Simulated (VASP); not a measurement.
# CuSi16 (a cell with a defect) in VASP: further runs

The runs below take CuSi16 (a cell with a defect) through single point, with PBEsol.

Program: VASP 6.6.1. These are calculated values, not measurements. Logs are shortened: lines on timing, memory, paths and dates and some standing lists are left out, and cuts for length are marked.

## 1. The cell of the first run

The cell holds a defect, 17 atoms: a = 7.679 Å, b = 7.679 Å, c = 7.679 Å, α = 60.00°, β = 60.00°, γ = 60.00°.

## 2. Single point, PBEsol

The input, INCAR:

```
SYSTEM = CuSi16
  ALGO = Normal
  EDIFF = 1E-7
  ENCUT = 520
  GGA = PS
  ISIF = 2
  ISMEAR = -1
  LASPH = .True.
  LCHARG = .False.
  LREAL = Auto
  LWAVE = .False.
  NBANDS = 52
  NELECT = 74.0
  NELM = 60
  PREC = Accurate
  SIGMA = 0.02
```

The input, KPOINTS:

```
k-points
0
Gamma
  2 2 2
  0 0 0
```

The input, POSCAR:

```
CuSi16
1.0
    0.0000000000      5.4300000000      5.4300000000
    5.4300000000      0.0000000000      5.4300000000
    5.4300000000      5.4300000000      0.0000000000
Si Cu
16 1
Direct
   -0.0796500921     -0.0255064457      0.0624125230
    0.1090331492      0.1150736648      0.0736924494
    0.0849631676     -0.0168232044      0.4349815838
    0.1246961326      0.0451565378      0.6589318600
   -0.0002025783      0.4929465930     -0.0411233886
    0.0791344383      0.5550828729      0.1689686924
    0.0191160221      0.4499447514      0.5451197053
    0.1784806630      0.6039871087      0.5998987109
    0.4779834254      0.0706906077     -0.1065285451
    0.5269060773      0.1195027624      0.2318047882
    0.4942633517     -0.0103959484      0.6054419890
    0.7261602210      0.1763075506      0.5009484346
    0.4722191529      0.5022559853      0.0638581952
    0.6179005525      0.7019705341      0.0735543278
    0.5417955801      0.5609116022      0.4476519337
    0.6099079190      0.6243462247      0.6698710866
    0.7389502762      0.2586003683      0.7812154696
```

Potentials or basis: VASP PAW PBE potentials, release 64 (Si, Cu).

Started as:

```
$ cat potpaw_PBE.64/Si/POTCAR potpaw_PBE.64/Cu/POTCAR > POTCAR
$ mpirun -np 1 vasp_std > vasp.out
```

OUTCAR:

```text
SYSTEM = CuSi16
   EDIFF = 1E-7
   ENCUT = 520
   GGA = PS
   ISIF = 2
   ISMEAR = -1
   LASPH = .True.
   LREAL = Auto
   NELECT = 74.0
   NELM = 60
   PREC = Accurate

 ion  position               nearest neighbor table
   1  0.920  0.974  0.062-   2 2.25  10 2.49  17 2.57   4 2.58   6 2.64
   2  0.109  0.115  0.074-   1 2.25   3 2.37   9 2.38   5 2.38
   3  0.085  0.983  0.435-   4 2.18  12 2.31   2 2.37   8 2.39
   4  0.125  0.045  0.659-   3 2.18  11 2.49  17 2.50   7 2.56   1 2.58
   5  1.000  0.493  0.959-   6 2.29   8 2.29   2 2.38  14 2.46
   6  0.079  0.555  0.169-   5 2.29   7 2.43  13 2.57   1 2.64
   7  0.019  0.450  0.545-   8 2.35   6 2.43   4 2.56  16 2.58  17 2.58
   8  0.178  0.604  0.600-   5 2.29  15 2.34   7 2.35   3 2.39
   9  0.478  0.071  0.893-  14 2.37   2 2.38  11 2.51  12 2.59  17 2.60  10 3.02
  10  0.527  0.120  0.232-  11 2.44  13 2.45   1 2.49  17 2.86   9 3.02
  11  0.494  0.990  0.605-  16 2.34  12 2.42  10 2.44   4 2.49   9 2.51
  12  0.726  0.176  0.501-   3 2.31  11 2.42  15 2.47  17 2.58   9 2.59
  13  0.472  0.502  0.064-  14 2.35  10 2.45  16 2.47   6 2.57  17 2.86
  14  0.618  0.702  0.074-  13 2.35  15 2.37   9 2.37   5 2.46
  15  0.542  0.561  0.448-  16 2.32   8 2.34  14 2.37  12 2.47  17 2.94
  16  0.610  0.624  0.670-  17 2.29  15 2.32  11 2.34  13 2.47   7 2.58
  17  0.739  0.259  0.781-  16 2.29   4 2.50   1 2.57   7 2.58  12 2.58   9 2.60  10 2.86  13 2.86
                            15 2.94

  LATTYP: Found a face centered cubic cell.
 ALAT       =    10.8600000000

  Lattice vectors:

 A1 = (   0.0000000000,   5.4300000000,   5.4300000000)
 A2 = (   5.4300000000,   0.0000000000,   5.4300000000)
 A3 = (   5.4300000000,   5.4300000000,   0.0000000000)

Analysis of symmetry for initial positions (statically):
=====================================================================
 Subroutine PRICEL returns:
 Original cell was already a primitive cell.

 Routine SETGRP: Setting up the symmetry group for a
 face centered cubic supercell.

 Subroutine GETGRP returns: Found  1 space group operations
 (whereof  1 operations were pure point group operations)
 out of a pool of 48 trial point group operations.

The static configuration has the point symmetry C_1 .

Analysis of symmetry for dynamics (positions and initial velocities):
=====================================================================
 Subroutine PRICEL returns:
 Original cell was already a primitive cell.

 Routine SETGRP: Setting up the symmetry group for a
 face centered cubic supercell.

 Subroutine GETGRP returns: Found  1 space group operations
 (whereof  1 operations were pure point group operations)
 out of a pool of 48 trial point group operations.

The dynamic configuration has the point symmetry C_1 .

 Subroutine INISYM returns: Found  1 space group operations
 (whereof  1 operations are pure point group operations),
 and found     1 'primitive' translations

----------------------------------------------------------------------------------------

                                     Primitive cell

  volume of cell :     320.2060

  direct lattice vectors                    reciprocal lattice vectors
     0.000000000  5.430000000  5.430000000    -0.092081031  0.092081031  0.092081031
     5.430000000  0.000000000  5.430000000     0.092081031 -0.092081031  0.092081031
     5.430000000  5.430000000  0.000000000     0.092081031  0.092081031 -0.092081031

  length of vectors
     7.679179644  7.679179644  7.679179644     0.159489025  0.159489025  0.159489025

  position of ions in fractional coordinates (direct lattice)
     0.920349908  0.974493554  0.062412523
     0.109033149  0.115073665  0.073692449
     0.084963168  0.983176796  0.434981584
     0.124696133  0.045156538  0.658931860
     0.999797422  0.492946593  0.958876611
     0.079134438  0.555082873  0.168968692
[... 9 lines left out ...]
     0.609907919  0.624346225  0.669871087
     0.738950276  0.258600368  0.781215470

  ion indices of the primitive-cell ions
   primitive index   ion index
                 1           1
                 2           2
                 3           3
                 4           4
                 5           5
                 6           6
[... 9 lines left out ...]
                16          16
                17          17

----------------------------------------------------------------------------------------

 KPOINTS: k-points

Automatic generation of k-mesh.
 Grid dimensions read from file:
 generate k-points for:    2    2    2

 Generating k-lattice:

  Cartesian coordinates                     Fractional coordinates (reciprocal lattice)
    -0.046040516  0.046040516  0.046040516     0.500000000  0.000000000  0.000000000
     0.046040516 -0.046040516  0.046040516     0.000000000  0.500000000  0.000000000
     0.046040516  0.046040516 -0.046040516     0.000000000  0.000000000  0.500000000

  Length of vectors
[... 40 lines left out ...]
   EDIFFG = 0.1E-05   stopping-criterion for IOM
   NSW    =      0    number of steps for IOM
   IBRION =     -1    ionic relax: 0-MD 1-quasi-New 2-CG
   NFREE  =      0    steps in history (QN), initial steepest desc. (CG)
   ISIF   =      2    stress and relaxation
   ISYM   =      2    0-nonsym 1-usesym 2-fastsym
   POTIM  = 0.5000    time-step for ionic-motion
   TEBEG  =    0.0;   TEEND  =   0.0 temperature during run
   PSTRESS=    0.0 pullay stress
   NELECT =      74.0000    total number of electrons
   NUPDOWN=      -1.0000    fix difference up-down
   EMIN   =  10.00;   EMAX   =-10.00  energy-range for DOS
   EFERMI =   0.00;   METHOD = LEGACY
   ISMEAR =    -1;   SIGMA  =   0.02  broadening in eV -4-tet -1-fermi 0-gaus
   EFERMI_NEDOS =   21; number of points for ismear=-14 and -15
   IALGO  =     38    algorithm
   IMIX   =      4    mixing-type and parameters
     AMIX     =   0.40;   BMIX     =  1.00
     AMIX_MAG =   1.60;   BMIX_MAG =  1.00
  volume/ion in A,a.u.               =      18.84       127.11
  Fermi-wavevector in a.u.,A,eV,Ry     =   1.004636  1.898488 13.732283  1.009294
  Thomas-Fermi vector in A             =   2.137265
   LORBIT       =      0    0 simple, 1 ext, 2 COOP (PROOUT), +10 PAW based schemes
   GGA     = PS    functional components
   LHFCALC =     F    Hartree Fock is set to
   AEXX    =    0.0000 exact exchange contribution
   IVDW    =     0    specifies the selected vdW correction
   LEPSILON=     F    determine dielectric tensor
   LRPA    =     F    only Hartree local field effects (RPA)
 non-spin polarized calculation
  energy-cutoff  :      520.00
  volume of cell :      320.21
 maximum number of plane-waves:      8646
 NGX is ok and might be reduce to    60
   NGX = 29   NGY = 29   NGZ = 29

 number of electron      74.0000001 magnetization

 Free energy of the ion-electron system (eV)
  ---------------------------------------------------
  ext. energy  EPLUGINS =         0.00000000
  ---------------------------------------------------
  free energy    TOTEN  =       -96.73166383 eV

  energy without entropy =      -96.72540788  energy(sigma->0) =      -96.72853586

 E-fermi :   6.1813     XC(G=0):  -9.8805

 val. band max:        6.1469106259   @ k =   0.5000   0.5000   0.5000
 cond. band min:       6.2317830780   @ k =   0.0000   0.0000   0.0000
 fundamental gap:      0.0848724521
 Fermi energy:         6.1813130140

 k-point     1 :       0.0000    0.0000    0.0000
  band No.  band energies     occupation
      1      -5.9233      2.00000
      2      -3.6103      2.00000
      3      -3.5299      2.00000
      4      -3.2992      2.00000
      5      -3.1906      2.00000
      6      -2.2706      2.00000
[... 41 lines left out ...]
     48       8.3827      0.00000
     49       8.6316      0.00000

 k-point     2 :       0.5000    0.0000    0.0000
  band No.  band energies     occupation
      1      -5.1302      2.00000
      2      -5.1136      2.00000
      3      -3.4412      2.00000
      4      -3.2293      2.00000
      5      -3.1583      2.00000
      6      -2.8848      2.00000
[... 304 lines left out ...]
 k-point     8 :       0.5000    0.0000    0.5000
  band No.  band energies     occupation
      1      -4.9418      2.00000
      2      -4.7664      2.00000
      3      -4.0249      2.00000
      4      -3.9457      2.00000
      5      -3.5695      2.00000
      6      -3.3390      2.00000
[... 41 lines left out ...]
     48       9.7821      0.00000
     49       9.9397      0.00000
 [bands above 49 left out]

------------------------ aborting loop because EDIFF is reached ----------------------------------------

  FORCE on cell =-STRESS in cart. coord.  units (eV):
  Direction    XX          YY          ZZ          XY          YZ          ZX
  --------------------------------------------------------------------------------------
  -------------------------------------------------------------------------------------
  Total      -14.6179295    -13.3426806    -17.2901773      4.5718858      1.2807837      0.5596901
  in kB      -73.1420218    -66.7612083    -86.5128349     22.8758097      6.4085073      2.8004560
  external PRESSURE =     -75.4720217 kB  Pullay stress =       0.0000000 kB

 VOLUME and BASIS-vectors are now :
 -----------------------------------------------------------------------------
  energy-cutoff  :      520.00
  volume of cell :      320.21
      direct lattice vectors                 reciprocal lattice vectors
     0.000000000  5.430000000  5.430000000    -0.092081031  0.092081031  0.092081031
     5.430000000  0.000000000  5.430000000     0.092081031 -0.092081031  0.092081031
     5.430000000  5.430000000  0.000000000     0.092081031  0.092081031 -0.092081031

 POSITION                                       TOTAL-FORCE (eV/Angst)
 -----------------------------------------------------------------------------------
      5.63040      5.33640     10.28900        -1.528261     -0.274431     -1.160038
      1.02500      0.99220      1.21690         0.692356      0.444475      1.010125
      7.70060      2.82330      5.80000        -1.647932     -0.815878     -0.454507
      3.82320      4.25510      0.92230         2.344931      1.267906      1.127111
      7.88340     10.63560      8.10560         0.706791     -0.074930     -0.804693
      3.93160      1.34720      3.44380         1.325581      0.778777      1.694723
[... 9 lines left out ...]
      7.02760      6.94920      6.70200         0.084756      0.796752      0.809467
      5.64620      8.25450      5.41670        -0.117612      0.515686     -0.808776
 -----------------------------------------------------------------------------------
    total drift:                                0.002145     -0.003116      0.005859

  FREE ENERGIE OF THE ION-ELECTRON SYSTEM (eV)
  ---------------------------------------------------
  free  energy   TOTEN  =       -96.7316638329 eV

  energy  without entropy=      -96.7254078799  energy(sigma->0) =      -96.72853586
```

Wall time 8.4 min (1 thread of Intel Xeon 6975P-C (Granite Rapids), shared host); peak memory 0.49 GiB.

Results:

```
Free energy   : -96.7317 eV
Largest force : 2.894 eV/Å
```

Forces in eV/Å, atoms in the order of the input:
```
Si  -1.528 -0.274 -1.160
Si   0.692  0.444  1.010
Si  -1.648 -0.816 -0.455
Si   2.345  1.268  1.127
Si   0.707 -0.075 -0.805
Si   1.326  0.779  1.695
Si  -0.633 -1.117 -0.685
Si  -0.225 -0.531  0.200
Si  -0.345  0.450  0.213
Si  -0.242 -0.291  0.690
Si   0.257 -0.327 -0.268
Si   1.003 -0.500 -0.154
Si  -0.407 -0.755 -1.087
Si  -0.441  0.343  0.069
Si  -0.826  0.091 -0.393
Si   0.085  0.797  0.809
Cu  -0.118  0.516 -0.809
```

Levels at points of the mesh, in eV from the Fermi level:
```
           k point  band 34  band 35  band 36  band 37  band 38  band 39  band 40  band 41
(0.00, 0.00, 0.00)    -0.71    -0.48    -0.23     0.05     0.31     0.47     0.66     0.89
(0.50, 0.00, 0.00)    -1.14    -0.88    -0.54    -0.39     0.50     0.64     0.88     1.17
(0.00, 0.50, 0.00)    -1.23    -0.83    -0.67    -0.25    -0.14     0.70     0.80     1.15
(0.00, 0.00, 0.50)    -1.15    -0.37    -0.23    -0.07     0.07     0.82     1.05     1.31
(0.50, 0.50, 0.50)    -0.99    -0.72    -0.38    -0.03     0.27     0.73     1.10     1.17
(0.50, 0.50, 0.00)    -1.26    -0.80    -0.48    -0.19     0.05     0.73     1.21     1.49
(0.00, 0.50, 0.50)    -0.99    -0.90    -0.67    -0.52     0.60     1.09     1.44     1.71
(0.50, 0.00, 0.50)    -1.21    -0.84    -0.61    -0.38     0.71     0.98     1.20     1.52
```

Caveat: the k points lie up to 0.50 Å⁻¹ apart; the cell carries a net charge on a neutralising background, which shifts energy and pressure; the cell is charged against a uniform background, so pressure and absolute levels hang on convention; the PAW data sets were made with another functional, which shifts forces and pressure a little.

## 3. Single point, PBEsol

The input, INCAR:

```
SYSTEM = CuSi16
PREC     = Accurate       ! precision mode
ENCUT    = 520            ! plane-wave cutoff, eV
EDIFF    = 1E-6           ! SCF threshold, eV
ISMEAR   = -1             ! smearing method
SIGMA    = 0.02           ! smearing width, eV
LREAL    = Auto         
LASPH    = .TRUE.         ! aspherical terms in the spheres
NELM     = 80             ! most SCF steps
ALGO     = Normal         ! electronic algorithm
ISIF     = 2              ! what is computed and relaxed
LWAVE    = .FALSE.        ! write WAVECAR
LCHARG   = .FALSE.        ! write CHGCAR
GGA      = PS             ! functional
NELECT   = 74.0         
NBANDS   = 52             ! bands
```

The input, KPOINTS:

```
Automatic mesh
0
G
  2 2 2
  0 0 0
```

The input, POSCAR:

```
CuSi16
1.0
    0.0000000000      5.4300000000      5.4300000000
    5.4300000000      0.0000000000      5.4300000000
    5.4300000000      5.4300000000      0.0000000000
Si Cu
16 1
Direct
   -0.0203406998      0.0632688766     -0.0013535912
    0.1658195212      0.1835543278      0.1284530387
   -0.0135267035      0.0148526703      0.4838397790
    0.1484346225      0.1338121547      0.5881215470
   -0.0008655617      0.5289871087     -0.0512338858
    0.0420902394      0.6975598527      0.1170810313
   -0.0086648250      0.5300460405      0.4928453039
    0.1594290976      0.6206998158      0.5844751381
    0.5176703499     -0.0325874770      0.0130294659
    0.6127624309      0.1404604052      0.1305709024
    0.5214456722     -0.0320902394      0.5151657459
    0.6009484346      0.1080570902      0.6331583794
    0.4188029466      0.5149539595      0.0549539595
    0.6422836096      0.5810865562      0.1513996317
    0.5298342541      0.4777163904      0.5146040516
    0.6040239411      0.5967127072      0.6684622468
    0.7665837937      0.1871731123      0.7661418048
```

Potentials or basis: VASP PAW PBE potentials, release 64 (Si, Cu).

Started as:

```
$ cat potpaw_PBE.64/Si/POTCAR potpaw_PBE.64/Cu/POTCAR > POTCAR
$ mpirun -np 1 vasp_std > vasp.out
```

Wall time 7.2 min (1 thread of Intel Xeon 6975P-C (Granite Rapids), shared host); peak memory 0.49 GiB.

The run converged. Its results:

```
Free energy   : -97.5681 eV
Largest force : 3.393 eV/Å
```

Forces on the atoms (eV/Å):
```
Si  -0.318  0.380  1.137
Si  -0.939 -0.666 -1.328
Si  -0.606  0.865 -0.017
Si   1.246 -0.341 -0.027
Si   0.961  0.822  0.183
Si  -0.362  0.744  0.047
Si  -1.519 -0.837 -1.692
Si   1.348 -0.312  1.230
Si   0.167  0.334  0.001
Si   0.917  0.105 -0.590
Si  -1.862 -2.347 -1.593
Si   1.486  1.790  1.672
Si  -0.519  0.402  0.669
Si  -0.212 -1.879  0.080
Si  -0.769 -1.100 -1.208
Si   1.401  1.809  1.225
Cu  -0.420  0.230  0.211
```

Levels at points of the mesh, in eV from the Fermi level:
```tsv
k point	band 33	band 34	band 35	band 36	band 37	band 38	band 39	band 40	band 41	band 42
(0.00, 0.00, 0.00)	-1.00	-0.76	-0.51	-0.31	-0.19	0.08	0.31	0.38	0.43	0.56
(0.50, 0.00, 0.00)	-1.81	-0.98	-0.69	-0.57	-0.31	0.21	0.68	0.92	0.99	1.17
(0.00, 0.50, 0.00)	-1.92	-1.08	-0.80	-0.60	-0.08	0.30	0.58	0.86	0.92	1.20
(0.00, 0.00, 0.50)	-1.77	-1.11	-1.00	-0.56	-0.39	0.13	0.55	0.88	0.94	1.27
(0.50, 0.50, 0.50)	-1.79	-1.21	-0.94	-0.88	-0.41	0.63	0.69	0.82	1.09	1.19
(0.50, 0.50, 0.00)	-1.79	-1.51	-1.28	-1.21	-0.69	0.49	0.68	1.53	1.73	1.77
(0.00, 0.50, 0.50)	-1.86	-1.28	-1.24	-1.17	-0.76	0.53	0.70	1.53	1.61	1.76
(0.50, 0.00, 0.50)	-1.81	-1.32	-1.11	-1.01	-0.79	0.35	0.86	1.45	1.62	1.78
```

Caveat: the k points lie up to 0.50 Å⁻¹ apart; the cell carries a net charge on a neutralising background, which shifts energy and pressure; the cell is charged against a uniform background, so pressure and absolute levels hang on convention; the PAW data sets were made with another functional, which shifts forces and pressure a little.

## 4. Single point, PBEsol

The input, INCAR:

```
PREC = Accurate ; ENCUT = 520
EDIFF = 1E-6 ; ISMEAR = -1
SIGMA = 0.02 ; LREAL = Auto
LASPH = True ; NELM = 60
ALGO = Normal ; ISIF = 2
LWAVE = False ; LCHARG = False
GGA = PS ; NBANDS = 52
NELECT = 74.0
```

The input, KPOINTS:

```
Automatic mesh
0
Gamma
  2 2 2
```

The input, POSCAR:

```
CuSi16
1.0
    0.0000000000      5.4300000000      5.4300000000
    5.4300000000      0.0000000000      5.4300000000
    5.4300000000      5.4300000000      0.0000000000
Si Cu
16 1
Direct
    0.0576151013      0.0258839779     -0.0837476980
    0.0645211786      0.1592541436      0.1477255985
   -0.0146040516     -0.0179189687      0.5107734807
    0.1512891344      0.1564825046      0.5491160221
   -0.0835359116      0.5390976059      0.1039042357
    0.2114364641      0.6618784530      0.0953406998
    0.0117219153      0.5494567219      0.4722744015
    0.0770441989      0.6138950276      0.7141896869
    0.4619060773      0.0016298343      0.0489042357
    0.6547790055      0.1406169429      0.0913167587
    0.5365377532     -0.0419889503      0.5070165746
    0.5939502762      0.0752025783      0.6767311234
    0.6228176796      0.5165193370     -0.0656169429
    0.5563351750      0.6382320442      0.2010128913
    0.4150736648      0.4403038674      0.5515009208
    0.6549723757      0.5800184162      0.5586740331
    0.7437384899      0.2262799263      0.7416022099
```

Started as:

```
$ cat potpaw_PBE.64/Si/POTCAR potpaw_PBE.64/Cu/POTCAR > POTCAR
$ mpirun -np 1 vasp_std > vasp.out
```

Run time: 9.8 min. Hardware: 1 thread of Intel Xeon 6975P-C (Granite Rapids), shared host; peak memory 0.48 GiB.

Results (log left out):

```
Free energy   : -96.1136 eV
Largest force : 2.979 eV/Å
```

Forces in eV/Å, atoms in the order of the input:
```
Si   1.268  0.566 -0.718
Si  -0.777 -0.238  0.880
Si   0.646  0.196 -0.059
Si  -0.072  0.169  0.710
Si  -1.392  1.274  1.235
Si  -0.077 -0.217 -0.557
Si  -0.958  0.439  0.021
Si   0.828 -0.839 -0.738
Si   0.972 -0.865  0.018
Si   1.304  1.719 -0.782
Si  -1.847 -2.252 -0.627
Si   0.237  0.812  0.042
Si  -0.095 -0.711 -1.113
Si  -0.086 -0.249 -0.382
Si  -0.136  0.697  1.038
Si   1.139 -0.580  0.780
Cu  -0.953  0.078  0.252
```

Levels at points of the mesh, in eV from the Fermi level:
```
           k point  band 35  band 36  band 37  band 38  band 39  band 40
(0.00, 0.00, 0.00)    -0.37    -0.14    -0.04     0.22     0.37     0.57
(0.50, 0.00, 0.00)    -0.71    -0.47    -0.19     0.03     0.75     1.12
(0.00, 0.50, 0.00)    -0.63    -0.41    -0.20     0.40     0.49     0.69
(0.00, 0.00, 0.50)    -0.71    -0.34    -0.22    -0.04     0.47     0.93
(0.50, 0.50, 0.50)    -0.83    -0.26     0.12     0.28     0.61     0.81
(0.50, 0.50, 0.00)    -0.92    -0.68    -0.47     0.30     0.84     1.16
(0.00, 0.50, 0.50)    -0.85    -0.46    -0.37     0.32     0.88     1.26
(0.50, 0.00, 0.50)    -0.87    -0.62    -0.41     0.86     1.04     1.20
```

Caveat: the k points lie up to 0.50 Å⁻¹ apart; the cell carries a net charge on a neutralising background, which shifts energy and pressure; the cell is charged against a uniform background, so pressure and absolute levels hang on convention; the PAW data sets were made with another functional, which shifts forces and pressure a little.
